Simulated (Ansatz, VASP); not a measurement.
**MgS: VASP beside Ansatz**

```
CELL_PARAMETERS angstrom
0.00000 2.60165 2.60165
2.60165 0.00000 2.60165
2.60165 2.60165 0.00000
ATOMIC_POSITIONS crystal
Mg 0.00000 0.00000 0.00000
S 0.50000 0.50000 0.50000
```

Alike in both runs: task relaxation of cell and atoms; functional r2SCAN; k mesh 16 × 16 × 16; occupations fermi-dirac, width 0.1 eV; no spin polarisation.

|  | VASP | Ansatz |
| --- | --- | --- |
| version | VASP 6.6.1 | Ansatz 0.2.0 |
| potentials or method | VASP PAW PBE potentials, release 64 (Mg, S) | PAW with Ansatz's default frozen-core files, scalar-relativistic |
| plane-wave cutoff (eV) | 600 | 500 |
| valence electrons in the cell | 8 | 16 |

```csv
,VASP,Ansatz,Ansatz less VASP
relaxed volume (Å³/atom),17.51,17.61,+0.099
relaxed length of the cell vector where the two differ most in proportion (Å),3.672,3.679,+0.0069
```

VASP's potentials were made for PBE, not for r2SCAN. VASP's potentials hold 8 valence electrons a cell and Ansatz's 16, so a difference there can come from the potentials and not from the codes.
